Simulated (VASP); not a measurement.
# Co3B2Sb in VASP: single point with r2SCAN

Aim: the single point of Co3B2Sb with r2SCAN.

Everything below comes from runs of VASP 6.6.1. Logs are shortened: lines on timing, memory, paths and dates and some standing lists are left out, and cuts for length are marked.

## 1. The cell of the first run

The typed cell holds 6 atoms: a = 5.002 Å, b = 5.002 Å, c = 3.100 Å, α = 90.00°, β = 90.00°, γ = 60.00°.

## 2. Single point, r2SCAN

The input, POSCAR:

```
Co3B2Sb
1.0
    2.5009326200      4.3317406800      0.0000000000
   -2.5009326200      4.3317406800      0.0000000000
    0.0000000000      0.0000000000      3.1004296200
Co B Sb
3 2 1
Direct
    0.5000000000      0.5000000000      0.5000000000
    0.5000000000      0.0000000000      0.5000000000
    0.0000000000      0.5000000000      0.5000000000
    0.3333000000      0.3334000000      0.0000000000
    0.6666000000      0.6667000000      0.0000000000
    0.0000000000      0.0000000000      0.0000000000
```

The input, INCAR.step1:

```
SYSTEM = Co3B2Sb
PREC     = Accurate       ! precision mode
ENCUT    = 520            ! plane-wave cutoff, eV
ISMEAR   = -5             ! smearing method
SIGMA    = 0.1657         ! smearing width, eV
LREAL    = .FALSE.        ! projectors in reciprocal space
LASPH    = .TRUE.         ! aspherical terms in the spheres
NELM     = 100            ! most SCF steps
LMAXMIX  = 4              ! l up to which the mixer works
NBANDS   = 28             ! bands
GGA      = PE             ! functional
ALGO     = Normal         ! electronic algorithm
EDIFF    = 1E-4           ! SCF threshold, eV
LWAVE    = .TRUE.         ! write WAVECAR
LCHARG   = .FALSE.        ! write CHGCAR
```

The input, INCAR.step2:

```
SYSTEM = Co3B2Sb
PREC     = Accurate       ! precision mode
ENCUT    = 520            ! plane-wave cutoff, eV
EDIFF    = 1E-7           ! SCF threshold, eV
ISMEAR   = 1              ! smearing method
SIGMA    = 0.1657         ! smearing width, eV
LREAL    = .FALSE.        ! projectors in reciprocal space
LASPH    = .TRUE.         ! aspherical terms in the spheres
NELM     = 100            ! most SCF steps
ALGO     = Normal         ! electronic algorithm
ISIF     = 2              ! what is computed and relaxed
LWAVE    = .FALSE.        ! write WAVECAR
LCHARG   = .FALSE.        ! write CHGCAR
LMAXMIX  = 4              ! l up to which the mixer works
METAGGA  = R2SCAN         ! meta-GGA
LMIXTAU  = .TRUE.       
LORBIT   = 10             ! projections on sites
NBANDS   = 28             ! bands
ISTART   = 1
```

The input, KPOINTS:

```
Automatic mesh
0
G
  8 8 11
  0 0 0
```

Potentials or basis: VASP PAW PBE potentials, release 64 (Co, B, Sb).

The run is started by

```console
cat potpaw_PBE.64/Co/POTCAR potpaw_PBE.64/B/POTCAR potpaw_PBE.64/Sb/POTCAR > POTCAR
cp INCAR.step1 INCAR
mpirun -np 1 vasp_std > vasp.out
cp INCAR.step2 INCAR
mpirun -np 1 vasp_std > vasp.out
```

OUTCAR:

```text
SYSTEM = Co3B2Sb
   PREC = Accurate
   ENCUT = 520
   EDIFF = 1E-7
   ISMEAR = 1
   LREAL = .FALSE.
   LASPH = .TRUE.
   NELM = 100
   ISIF = 2
   METAGGA = R2SCAN
   LORBIT = 10
   ISTART = 1

 ion  position               nearest neighbor table
   1  0.500  0.500  0.500-   4 2.12   5 2.12   4 2.12   5 2.12   2 2.50   3 2.50   2 2.50   3 2.50
                             6 2.94   6 2.94   6 2.94   6 2.94
   2  0.500  0.000  0.500-   5 2.12   5 2.12   4 2.12   4 2.12   1 2.50   1 2.50   3 2.50   3 2.50
                             6 2.94   6 2.94   6 2.94   6 2.94
   3  0.000  0.500  0.500-   4 2.12   4 2.12   5 2.12   5 2.12   1 2.50   1 2.50   2 2.50   2 2.50
                             6 2.94   6 2.94   6 2.94   6 2.94
   4  0.333  0.333  0.000-   1 2.12   1 2.12   3 2.12   3 2.12   2 2.12   2 2.12   6 2.89   6 2.89
                             6 2.89
   5  0.667  0.667  0.000-   1 2.12   1 2.12   2 2.12   2 2.12   3 2.12   3 2.12   6 2.89   6 2.89
                             6 2.89
   6  0.000  0.000  0.000-   5 2.89   4 2.89   5 2.89   4 2.89   5 2.89   4 2.89   2 2.94   3 2.94
                             3 2.94   2 2.94   3 2.94   2 2.94   3 2.94   2 2.94   1 2.94   1 2.94

  LATTYP: Found a hexagonal cell.
 ALAT       =     5.0018637815
 C/A-ratio  =     0.6198548692

  Lattice vectors:

 A1 = (   2.5009326200,  -4.3317406800,   0.0000000000)
 A2 = (   2.5009326200,   4.3317406800,   0.0000000000)
 A3 = (   0.0000000000,   0.0000000000,   3.1004296200)

Analysis of symmetry for initial positions (statically):
=====================================================================
 Subroutine PRICEL returns:
 Original cell was already a primitive cell.

 Routine SETGRP: Setting up the symmetry group for a
 hexagonal supercell.

 Subroutine GETGRP returns: Found  4 space group operations
 (whereof  4 operations were pure point group operations)
 out of a pool of 24 trial point group operations.

The static configuration has the point symmetry C_2v.

Analysis of symmetry for dynamics (positions and initial velocities):
=====================================================================
 Subroutine PRICEL returns:
 Original cell was already a primitive cell.

 Routine SETGRP: Setting up the symmetry group for a
 hexagonal supercell.

 Subroutine GETGRP returns: Found  4 space group operations
 (whereof  4 operations were pure point group operations)
 out of a pool of 24 trial point group operations.

The dynamic configuration has the point symmetry C_2v.

 Subroutine INISYM returns: Found  4 space group operations
 (whereof  4 operations are pure point group operations),
 and found     1 'primitive' translations

----------------------------------------------------------------------------------------

                                     Primitive cell

  volume of cell :      67.1763

  direct lattice vectors                    reciprocal lattice vectors
     2.500932620  4.331740680  0.000000000     0.199925418  0.115427039  0.000000000
    -2.500932620  4.331740680  0.000000000    -0.199925418  0.115427039  0.000000000
     0.000000000  0.000000000  3.100429620     0.000000000  0.000000000  0.322535946

  length of vectors
     5.001863781  5.001863781  3.100429620     0.230854010  0.230854010  0.322535946

  position of ions in fractional coordinates (direct lattice)
     0.500000000  0.500000000  0.500000000
     0.500000000  0.000000000  0.500000000
     0.000000000  0.500000000  0.500000000
     0.333300000  0.333400000  0.000000000
     0.666600000  0.666700000  0.000000000
     0.000000000  0.000000000  0.000000000

  ion indices of the primitive-cell ions
   primitive index   ion index
                 1           1
                 2           2
                 3           3
                 4           4
                 5           5
                 6           6

----------------------------------------------------------------------------------------

 KPOINTS: Automatic mesh

Automatic generation of k-mesh.
 Grid dimensions read from file:
 generate k-points for:    8    8   11

 Generating k-lattice:

  Cartesian coordinates                     Fractional coordinates (reciprocal lattice)
     0.024990677  0.014428380  0.000000000     0.125000000  0.000000000  0.000000000
    -0.024990677  0.014428380  0.000000000     0.000000000  0.125000000  0.000000000
     0.000000000  0.000000000  0.029321450     0.000000000  0.000000000  0.090909091

  Length of vectors
     0.028856751  0.028856751  0.029321450

  Shift w.r.t. Gamma in fractional coordinates (k-lattice)
     0.000000000  0.000000000  0.000000000

 Subroutine IBZKPT returns following result:
 ===========================================

 Found    126 irreducible k-points:

 Following reciprocal coordinates:
            Coordinates               Weight
  0.000000  0.000000  0.000000      1.000000
  0.125000  0.000000  0.000000      4.000000
  0.125000  0.125000  0.000000      2.000000
  0.250000  0.000000  0.000000      4.000000
  0.250000  0.250000  0.000000      2.000000
  0.375000  0.000000  0.000000      4.000000
[... 16 lines left out ...]
  0.125000  0.000000  0.090909      8.000000
  0.125000  0.125000  0.090909      4.000000
 [... further k-points ...]
   k-points           NKPTS =    126   k-points in BZ     NKDIM =    126   number of bands    NBANDS=     28
   number of dos      NEDOS =    301   number of ions     NIONS =      6
   total plane-waves  NPLWV =  38400
   dimension x,y,z NGX =    40 NGY =   40 NGZ =   24
   dimension x,y,z NGXF=    80 NGYF=   80 NGZF=   48
   ions per type =               3   2   1
   NGX,Y,Z   is equivalent  to a cutoff of  13.29, 13.29, 12.87 a.u.
   NGXF,Y,Z  is equivalent  to a cutoff of  26.59, 26.59, 25.74 a.u.
 SYSTEM =  Co3B2Sb
   PREC   = accura    normal or accurate (medium, high low for compatibility)
   ISTART =      1    job   : 0-new  1-cont  2-samecut
   ICHARG =      0    charge: 1-file 2-atom 10-const
   ISPIN  =      1    spin polarized calculation?
   LNONCOLLINEAR =      F non collinear calculations
   LSORBIT =      F    spin-orbit coupling
   LASPH  =      T    aspherical Exc in radial PAW
   ENCUT  =  520.0 eV  38.22 Ry    6.18 a.u.   9.30  9.30  5.76*2*pi/ulx,y,z
   NELM   =    100;   NELMIN=  2; NELMDL=  0     # of ELM steps
   EDIFF  = 0.1E-06   stopping-criterion for ELM
   LREAL  =      F    real-space projection
   EDIFFG = 0.1E-05   stopping-criterion for IOM
   NSW    =      0    number of steps for IOM
   IBRION =     -1    ionic relax: 0-MD 1-quasi-New 2-CG
   NFREE  =      0    steps in history (QN), initial steepest desc. (CG)
   ISIF   =      2    stress and relaxation
   ISYM   =      2    0-nonsym 1-usesym 2-fastsym
   POTIM  = 0.5000    time-step for ionic-motion
   TEBEG  =    0.0;   TEEND  =   0.0 temperature during run
   PSTRESS=    0.0 pullay stress
   NELECT =      38.0000    total number of electrons
   NUPDOWN=      -1.0000    fix difference up-down
   EMIN   =  10.00;   EMAX   =-10.00  energy-range for DOS
   EFERMI =   0.00;   METHOD = LEGACY
   ISMEAR =     1;   SIGMA  =   0.17  broadening in eV -4-tet -1-fermi 0-gaus
   EFERMI_NEDOS =   21; number of points for ismear=-14 and -15
   IALGO  =     38    algorithm
   IMIX   =      4    mixing-type and parameters
     AMIX     =   0.40;   BMIX     =  1.00
     AMIX_MAG =   1.60;   BMIX_MAG =  1.00
  volume/ion in A,a.u.               =      11.20        75.55
  Fermi-wavevector in a.u.,A,eV,Ry     =   1.353933  2.558563 24.941320  1.833135
  Thomas-Fermi vector in A             =   2.481147
   LORBIT       =     10    0 simple, 1 ext, 2 COOP (PROOUT), +10 PAW based schemes
   METAGGA = R2SCAN    functional components
   LHFCALC =     F    Hartree Fock is set to
   AEXX    =    0.0000 exact exchange contribution
   IVDW    =     0    specifies the selected vdW correction
   LEPSILON=     F    determine dielectric tensor
   LRPA    =     F    only Hartree local field effects (RPA)
 non-spin polarized calculation
 Methfessel and Paxton  Order N= 1 SIGMA  =   0.17
  energy-cutoff  :      520.00
  volume of cell :       67.18
 maximum number of plane-waves:      1834
 NGX is ok and might be reduce to    40

 number of electron      38.0000030 magnetization

 Free energy of the ion-electron system (eV)
  ---------------------------------------------------
  ext. energy  EPLUGINS =         0.00000000
  ---------------------------------------------------
  free energy    TOTEN  =       -78.55758763 eV

  energy without entropy =      -78.55122716  energy(sigma->0) =      -78.55546748

 E-fermi :  10.0785     XC(G=0): -13.5356

 val. band max:       10.0778918836   @ k =   0.2500   0.2500   0.4545
 cond. band min:      10.0897818328   @ k =  -0.1250   0.2500   0.4545
 fundamental gap:      0.0118899492
 Fermi energy:        10.0784618489

 k-point     1 :       0.0000    0.0000    0.0000
  band No.  band energies     occupation
      1      -3.6435      2.00000
      2       1.7835      2.00000
      3       3.5805      2.00000
      4       4.6115      2.00000
      5       4.6120      2.00000
      6       5.2645      2.00000
[... 20 lines left out ...]
     27      18.0835      0.00000
     28      18.5068      0.00000

 k-point     2 :       0.1250    0.0000    0.0000
  band No.  band energies     occupation
      1      -3.5244      2.00000
      2       1.4944      2.00000
      3       2.9846      2.00000
      4       4.1349      2.00000
      5       4.7416      2.00000
      6       5.6635      2.00000
[... 674 lines left out ...]
 k-point    24 :       0.1250    0.1250    0.0909
  band No.  band energies     occupation
      1      -3.3925      2.00000
      2       1.6079      2.00000
      3       2.9818      2.00000
      4       4.2377      2.00000
      5       4.7330      2.00000
      6       5.7670      2.00000
[... 20 lines left out ...]
     27      17.1173      0.00000
     28      19.7336      0.00000

 [... further k-points ...]
[... 5 lines left out ...]
  --------------------------------------------------------------------------------------
  -------------------------------------------------------------------------------------
  Total       -3.9176157     -3.9184668     -7.2066415      0.0000000      0.0000000      0.0000000
  in kB      -93.4363995    -93.4567001   -171.8807301      0.0000000      0.0000000      0.0000000
  external PRESSURE =    -119.5912766 kB  Pullay stress =       0.0000000 kB

 VOLUME and BASIS-vectors are now :
 -----------------------------------------------------------------------------
  energy-cutoff  :      520.00
  volume of cell :       67.18
      direct lattice vectors                 reciprocal lattice vectors
     2.500932620  4.331740680  0.000000000     0.199925418  0.115427039  0.000000000
    -2.500932620  4.331740680  0.000000000    -0.199925418  0.115427039  0.000000000
     0.000000000  0.000000000  3.100429620     0.000000000  0.000000000  0.322535946

 POSITION                                       TOTAL-FORCE (eV/Angst)
 -----------------------------------------------------------------------------------
      0.00000      4.33174      1.55021         0.000087      0.000000      0.000000
      1.25047      2.16587      1.55021        -0.000341      0.000246      0.000000
     -1.25047      2.16587      1.55021        -0.000341     -0.000246      0.000000
     -0.00025      2.88797      0.00000         0.000478     -0.000910      0.000000
     -0.00025      5.77551      0.00000         0.000478      0.000910      0.000000
      0.00000      0.00000      0.00000        -0.000360      0.000000      0.000000
 -----------------------------------------------------------------------------------
    total drift:                                0.000004      0.000000     -0.000000

  FREE ENERGIE OF THE ION-ELECTRON SYSTEM (eV)
  ---------------------------------------------------
  free  energy   TOTEN  =       -78.5575876337 eV

  energy  without entropy=      -78.5512271604  energy(sigma->0) =      -78.55546748

 total charge

# of ion       s       p       d       tot
------------------------------------------
    1        0.469   0.580   7.462   8.510
    2        0.469   0.580   7.462   8.510
    3        0.469   0.580   7.462   8.510
    4        0.729   1.003   0.000   1.731
    5        0.729   1.003   0.000   1.731
    6        1.221   0.962   0.095   2.278
--------------------------------------------------
tot          4.084   4.706  22.481  31.271
```

It took 15 min on 1 thread of Intel Xeon Platinum 8259CL at 2.50GHz (Skylake/Cascade Lake), shared host; peak memory 0.36 GiB.

What came out:

```
Free energy                                           : -78.5576 eV
Pressure                                              : -12.0 GPa
Band gap on the k mesh                                : zero (band 19 reaches 10.87 eV, above the bottom of band 20 at 9.60 eV)
Valence electrons inside the program's atomic spheres : Co 8.51; B 1.73; Sb 2.28
```

Stress tensor (GPa, compression positive):
```
 -9.34   0.00   0.00
  0.00  -9.35   0.00
  0.00   0.00 -17.19
```

Levels at points of the mesh, in eV from the Fermi level:
| k point | band 17 | band 18 | band 19 | band 20 | band 21 | band 22 |
| --- | --- | --- | --- | --- | --- | --- |
| (0.00, 0.00, 0.00) | -0.67 | -0.56 | -0.32 | 0.21 | 0.57 | 2.01 |
| (0.50, 0.00, 0.00) | -0.78 | -0.63 | 0.56 | 1.20 | 2.42 | 2.77 |
| (0.50, 0.50, 0.00) | -0.78 | -0.63 | 0.57 | 1.20 | 2.42 | 2.77 |

Caveat: the PAW data sets were made with another functional, which shifts forces and pressure a little; spin-orbit coupling is left out, which moves the levels of the heavy elements.
